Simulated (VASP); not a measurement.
# ZnAu (Pm-3m) in VASP: a series of runs, part 2 of 2

VASP 6.6.1. The steps go on from the part before.

### 4 Single point, PBE

This run uses another cell than the first one, of 15.63 Å³/atom, 0.966 times its volume.

The input, INCAR:

```
SYSTEM = ZnAu
PREC     = Accurate       ! precision mode
ENCUT    = 520            ! plane-wave cutoff, eV
EDIFF    = 1E-6           ! SCF threshold, eV
ISMEAR   = 0              ! smearing method
SIGMA    = 0.1            ! smearing width, eV
LREAL    = .FALSE.        ! projectors in reciprocal space
LASPH    = .TRUE.         ! aspherical terms in the spheres
NELM     = 100            ! most SCF steps
ALGO     = Normal         ! electronic algorithm
ISIF     = 2              ! what is computed and relaxed
LWAVE    = .FALSE.        ! write WAVECAR
LCHARG   = .FALSE.        ! write CHGCAR
GGA      = PE             ! functional
NBANDS   = 18             ! bands
```

The input, KPOINTS:

```
Automatic mesh
0
G
  6 6 6
  0 0 0
```

The input, POSCAR:

```
ZnAu
1.0
    3.1500525500      0.0000000000      0.0000000000
    0.0000000000      3.1500525500      0.0000000000
    0.0000000000      0.0000000000      3.1500525500
Zn Au
1 1
Direct
    0.5000000000      0.5000000000      0.5000000000
    0.0000000000      0.0000000000      0.0000000000
```

Potentials or basis: VASP PAW PBE potentials, release 64 (Zn, Au).

On the command line:

```sh
cat potpaw_PBE.64/Zn/POTCAR potpaw_PBE.64/Au/POTCAR > POTCAR
mpirun -np 1 vasp_std > vasp.out
```

OUTCAR:

```text
SYSTEM = ZnAu
   PREC = Accurate
   ENCUT = 520
   EDIFF = 1E-6
   ISMEAR = 0
   LREAL = .FALSE.
   LASPH = .TRUE.
   NELM = 100
   ISIF = 2
   GGA = PE

 ion  position               nearest neighbor table
   1  0.500  0.500  0.500-   2 2.73   2 2.73   2 2.73   2 2.73   2 2.73   2 2.73   2 2.73   2 2.73

   2  0.000  0.000  0.000-   1 2.73   1 2.73   1 2.73   1 2.73   1 2.73   1 2.73   1 2.73   1 2.73

  LATTYP: Found a simple cubic cell.
 ALAT       =     3.1500525500

  Lattice vectors:

 A1 = (   3.1500525500,   0.0000000000,   0.0000000000)
 A2 = (   0.0000000000,   3.1500525500,   0.0000000000)
 A3 = (   0.0000000000,   0.0000000000,   3.1500525500)

Analysis of symmetry for initial positions (statically):
=====================================================================
 Subroutine PRICEL returns:
 Original cell was already a primitive cell.

 Routine SETGRP: Setting up the symmetry group for a
 simple cubic supercell.

 Subroutine GETGRP returns: Found 48 space group operations
 (whereof 48 operations were pure point group operations)
 out of a pool of 48 trial point group operations.

The static configuration has the point symmetry O_h .

Analysis of symmetry for dynamics (positions and initial velocities):
=====================================================================
 Subroutine PRICEL returns:
 Original cell was already a primitive cell.

 Routine SETGRP: Setting up the symmetry group for a
 simple cubic supercell.

 Subroutine GETGRP returns: Found 48 space group operations
 (whereof 48 operations were pure point group operations)
 out of a pool of 48 trial point group operations.

The dynamic configuration has the point symmetry O_h .

 Subroutine INISYM returns: Found 48 space group operations
 (whereof 48 operations are pure point group operations),
 and found     1 'primitive' translations

----------------------------------------------------------------------------------------

                                     Primitive cell

  volume of cell :      31.2574

  direct lattice vectors                    reciprocal lattice vectors
     3.150052550  0.000000000  0.000000000     0.317455022  0.000000000  0.000000000
     0.000000000  3.150052550  0.000000000     0.000000000  0.317455022  0.000000000
     0.000000000  0.000000000  3.150052550     0.000000000  0.000000000  0.317455022

  length of vectors
     3.150052550  3.150052550  3.150052550     0.317455022  0.317455022  0.317455022

  position of ions in fractional coordinates (direct lattice)
     0.500000000  0.500000000  0.500000000
     0.000000000  0.000000000  0.000000000

  ion indices of the primitive-cell ions
   primitive index   ion index
                 1           1
                 2           2

----------------------------------------------------------------------------------------

 KPOINTS: Automatic mesh

Automatic generation of k-mesh.
 Grid dimensions read from file:
 generate k-points for:    6    6    6

 Generating k-lattice:

  Cartesian coordinates                     Fractional coordinates (reciprocal lattice)
     0.052909170  0.000000000  0.000000000     0.166666667  0.000000000  0.000000000
     0.000000000  0.052909170  0.000000000     0.000000000  0.166666667  0.000000000
     0.000000000  0.000000000  0.052909170     0.000000000  0.000000000  0.166666667

  Length of vectors
     0.052909170  0.052909170  0.052909170

  Shift w.r.t. Gamma in fractional coordinates (k-lattice)
     0.000000000  0.000000000  0.000000000

 Subroutine IBZKPT returns following result:
 ===========================================

 Found     20 irreducible k-points:

 Following reciprocal coordinates:
            Coordinates               Weight
  0.000000  0.000000  0.000000      1.000000
  0.166667  0.000000  0.000000      6.000000
  0.333333  0.000000  0.000000      6.000000
  0.500000  0.000000  0.000000      3.000000
  0.166667  0.166667  0.000000     12.000000
  0.333333  0.166667  0.000000     24.000000
[... 12 lines left out ...]
  0.500000  0.500000  0.333333      6.000000
  0.500000  0.500000  0.500000      1.000000
   k-points           NKPTS =     20   k-points in BZ     NKDIM =     20   number of bands    NBANDS=     18
   number of dos      NEDOS =    301   number of ions     NIONS =      2
   total plane-waves  NPLWV =  13824
   dimension x,y,z NGX =    24 NGY =   24 NGZ =   24
   dimension x,y,z NGXF=    48 NGYF=   48 NGZF=   48
   ions per type =               1   1
   NGX,Y,Z   is equivalent  to a cutoff of  12.67, 12.67, 12.67 a.u.
   NGXF,Y,Z  is equivalent  to a cutoff of  25.33, 25.33, 25.33 a.u.
 SYSTEM =  ZnAu
   PREC   = accura    normal or accurate (medium, high low for compatibility)
   ISTART =      0    job   : 0-new  1-cont  2-samecut
   ICHARG =      2    charge: 1-file 2-atom 10-const
   ISPIN  =      1    spin polarized calculation?
   LNONCOLLINEAR =      F non collinear calculations
   LSORBIT =      F    spin-orbit coupling
   LASPH  =      T    aspherical Exc in radial PAW
   ENCUT  =  520.0 eV  38.22 Ry    6.18 a.u.   5.86  5.86  5.86*2*pi/ulx,y,z
   NELM   =    100;   NELMIN=  2; NELMDL= -5     # of ELM steps
   EDIFF  = 0.1E-05   stopping-criterion for ELM
   LREAL  =      F    real-space projection
   EDIFFG = 0.1E-04   stopping-criterion for IOM
   NSW    =      0    number of steps for IOM
   IBRION =     -1    ionic relax: 0-MD 1-quasi-New 2-CG
   NFREE  =      0    steps in history (QN), initial steepest desc. (CG)
   ISIF   =      2    stress and relaxation
   ISYM   =      2    0-nonsym 1-usesym 2-fastsym
   POTIM  = 0.5000    time-step for ionic-motion
   TEBEG  =    0.0;   TEEND  =   0.0 temperature during run
   PSTRESS=    0.0 pullay stress
   NELECT =      23.0000    total number of electrons
   NUPDOWN=      -1.0000    fix difference up-down
   EMIN   =  10.00;   EMAX   =-10.00  energy-range for DOS
   EFERMI =   0.00;   METHOD = LEGACY
   ISMEAR =     0;   SIGMA  =   0.10  broadening in eV -4-tet -1-fermi 0-gaus
   EFERMI_NEDOS =   21; number of points for ismear=-14 and -15
   IALGO  =     38    algorithm
   IMIX   =      4    mixing-type and parameters
     AMIX     =   0.40;   BMIX     =  1.00
     AMIX_MAG =   1.60;   BMIX_MAG =  1.00
  volume/ion in A,a.u.               =      15.63       105.47
  Fermi-wavevector in a.u.,A,eV,Ry     =   1.477972  2.792963 29.720597  2.184402
  Thomas-Fermi vector in A             =   2.592311
   LORBIT       =      0    0 simple, 1 ext, 2 COOP (PROOUT), +10 PAW based schemes
   GGA     = PE    functional components
   LHFCALC =     F    Hartree Fock is set to
   AEXX    =    0.0000 exact exchange contribution
   IVDW    =     0    specifies the selected vdW correction
   LEPSILON=     F    determine dielectric tensor
   LRPA    =     F    only Hartree local field effects (RPA)
 non-spin polarized calculation
 Gauss-broadening in eV      SIGMA  =   0.10
  energy-cutoff  :      520.00
  volume of cell :       31.26
 maximum number of plane-waves:       868
 NGX is ok and might be reduce to    24
   NGX = 11   NGY = 11   NGZ = 11

 number of electron      23.0000004 magnetization

 Free energy of the ion-electron system (eV)
  ---------------------------------------------------
  ext. energy  EPLUGINS =         0.00000000
  ---------------------------------------------------
  free energy    TOTEN  =        -4.69051972 eV

  energy without entropy =       -4.68024836  energy(sigma->0) =       -4.68538404

 E-fermi :   7.1762     XC(G=0): -12.3619

 val. band max:        6.6046006281   @ k =   0.3333   0.1667   0.0000
 cond. band min:       7.2087401393   @ k =   0.3333   0.1667   0.1667
 fundamental gap:      0.6041395112
 Fermi energy:         7.1761510002

 k-point     1 :       0.0000    0.0000    0.0000
  band No.  band energies     occupation
      1      -3.5308      2.00000
      2      -1.0499      2.00000
      3      -1.0499      2.00000
      4      -0.3630      2.00000
      5      -0.3630      2.00000
      6      -0.3630      2.00000
[... 10 lines left out ...]
     17      19.1717      0.00000
     18      25.3555      0.00000
[... 379 lines left out ...]
 k-point    20 :       0.5000    0.5000    0.5000
  band No.  band energies     occupation
      1      -0.6311      2.00000
      2      -0.6311      2.00000
      3      -0.6311      2.00000
      4      -0.0270      2.00000
      5      -0.0270      2.00000
      6       0.6340      2.00000
[... 10 lines left out ...]
     17      12.9408      0.00000
     18      12.9408      0.00000

------------------------ aborting loop because EDIFF is reached ----------------------------------------

  FORCE on cell =-STRESS in cart. coord.  units (eV):
  Direction    XX          YY          ZZ          XY          YZ          ZX
  --------------------------------------------------------------------------------------
  -------------------------------------------------------------------------------------
  Total        0.9201181      0.9201181      0.9201181     -0.0000000     -0.0000000      0.0000000
  in kB       47.1629288     47.1629288     47.1629288     -0.0000000     -0.0000000      0.0000000
  external PRESSURE =      47.1629288 kB  Pullay stress =       0.0000000 kB

 VOLUME and BASIS-vectors are now :
 -----------------------------------------------------------------------------
  energy-cutoff  :      520.00
  volume of cell :       31.26
      direct lattice vectors                 reciprocal lattice vectors
     3.150052550  0.000000000  0.000000000     0.317455022  0.000000000  0.000000000
     0.000000000  3.150052550  0.000000000     0.000000000  0.317455022  0.000000000
     0.000000000  0.000000000  3.150052550     0.000000000  0.000000000  0.317455022

 POSITION                                       TOTAL-FORCE (eV/Angst)
 -----------------------------------------------------------------------------------
      1.57503      1.57503      1.57503         0.000000      0.000000      0.000000
      0.00000      0.00000      0.00000         0.000000      0.000000      0.000000
 -----------------------------------------------------------------------------------
    total drift:                                0.000000      0.000000     -0.000000

  FREE ENERGIE OF THE ION-ELECTRON SYSTEM (eV)
  ---------------------------------------------------
  free  energy   TOTEN  =        -4.6905197150 eV

  energy  without entropy=       -4.6802483564  energy(sigma->0) =       -4.68538404
```

It took 6 s on 1 thread of Intel Xeon Platinum 8259CL at 2.50GHz (Skylake/Cascade Lake), shared host; peak memory 0.14 GiB.

Results:

* Free energy: -4.6905 eV
* Pressure: 4.7 GPa

Caveat: spin-orbit coupling is left out, which moves the levels of the heavy elements.

### 5 Single point, PBE

This run uses another cell than the first one, of 16.24 Å³/atom, 1.004 times its volume.

The input, INCAR:

```
ALGO = Normal ; EDIFF = 1E-6
ENCUT = 500 ; GGA = PE
GGA_COMPAT = F ; ISIF = 2
ISMEAR = 0 ; LASPH = T
LCHARG = F ; LREAL = F
LWAVE = F ; NBANDS = 18
NELM = 120 ; PREC = Accurate
SIGMA = 0.1
```

The input, KPOINTS:

```
k-points
0
Gamma
  6 6 6
```

The input, POSCAR:

```
ZnAu
1.0
    3.1905344339      0.0000000000      0.0000000000
    0.0000000000      3.1905344339      0.0000000000
    0.0000000000      0.0000000000      3.1905344339
Zn Au
1 1
Direct
    0.5000000000      0.5000000000      0.5000000000
    0.0000000000      0.0000000000      0.0000000000
```

On the command line:

```sh
cat potpaw_PBE.64/Zn/POTCAR potpaw_PBE.64/Au/POTCAR > POTCAR
mpirun -np 1 vasp_std > vasp.out
```

Wall time 12 s (1 thread of Intel Xeon 8259CL, shared host); peak memory 0.14 GiB.

The run converged. Its results:

| Item | Value |
| --- | --- |
| Free energy | -4.7085 eV |
| Pressure | -0.1 GPa |

Levels at points of the mesh, in eV from the Fermi level:
| k point | band 8 | band 9 | band 10 | band 11 | band 12 | band 13 | band 14 | band 15 |
| --- | --- | --- | --- | --- | --- | --- | --- | --- |
| (0.00, 0.00, 0.00) | -5.37 | -3.77 | -3.77 | -3.77 | 4.85 | 4.85 | 4.85 | 8.26 |
| (0.50, 0.00, 0.00) | -5.39 | -4.85 | -4.85 | -3.91 | -2.47 | 10.26 | 10.77 | 10.77 |
| (0.50, 0.50, 0.00) | -4.11 | -4.11 | -3.22 | -1.89 | -1.89 | 0.60 | 2.17 | 10.10 |
| (0.50, 0.50, 0.50) | -6.26 | -3.17 | -3.17 | 1.20 | 3.24 | 3.63 | 3.63 | 3.63 |

Caveat: spin-orbit coupling is left out, which moves the levels of the heavy elements.

### 6 Summary

```tsv
task	cell	k mesh	cutoff (eV)	gap on the mesh (eV)	pressure (GPa)
single point	a = 3.187 Å, 2 atoms	18 × 18 × 18	520	none	0.0
relaxation of cell and atoms	relaxed from a = 3.191 Å, 2 atoms	18 × 18 × 18	600	none	0.0
single point	a = 3.150 Å, 2 atoms	6 × 6 × 6	520	none	4.7
single point	a = 3.191 Å, 2 atoms	6 × 6 × 6	500	none	-0.1
```

Alike in all rows: level PBE; potentials or basis VASP PAW PBE potentials, release 64 (Zn, Au); no spin polarisation; smearing gaussian 0.1 eV.

Caveats: spin-orbit coupling is left out, which moves the levels of the heavy elements.

Absolute energies hang on the potentials; compare differences alone.
